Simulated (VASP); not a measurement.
A run of VASP 6.6.1 is set up as follows.

Contents of INCAR:

```
SYSTEM = SiO2
PREC = Accurate
ENCUT = 520
EDIFF = 1E-6
ISMEAR = 0
SIGMA = 0.05
LREAL = .FALSE.
LASPH = .TRUE.
NELM = 100
ALGO = Normal
ISIF = 2
LWAVE = .FALSE.
LCHARG = .FALSE.
GGA = CA
NBANDS = 34
```

KPOINTS

```
regular mesh
0
G
  6 6 4
  0 0 0
```

File POSCAR:

```
SiO2
1.0
    5.0386983903      0.0000000000      0.0000000000
   -2.5193491952      4.3636408080      0.0000000000
    0.0000000000      0.0000000000      5.6077278186
Si O
3 6
Direct
    0.0000000000      0.5000000000      0.3333333333
    0.5000000000      0.5000000000      0.6666666667
    0.5000000000      0.0000000000      0.0000000000
    0.5843949021      0.7921974511      0.8333333333
    0.7921974511      0.5843949021      0.5000000000
    0.7921974511      0.2078025489      0.1666666667
    0.4156050979      0.2078025489      0.8333333333
    0.2078025489      0.4156050979      0.5000000000
    0.2078025489      0.7921974511      0.1666666667
```

Potentials or basis: VASP PAW LDA potentials, release 64 (Si, O).

Launch:

```sh
$ cat potpaw_LDA.64/Si/POTCAR potpaw_LDA.64/O/POTCAR > POTCAR
$ mpirun -np 1 vasp_std > vasp.out
```

Problem. What does it give for the band gap on the k mesh?

Solution. 5.40 eV (least direct gap 5.56 eV).

Problem. Estimate the largest force.

Solution. 0.092 eV/Å.

Stress tensor (GPa, compression positive):
```
-1.85  0.00  0.00
 0.00 -1.85  0.00
 0.00  0.00 -2.89
```

Caveat: the cell differs from its parent crystal (strain +0.000 along x and y, +0.015 along z). A k mesh can miss the band edges.
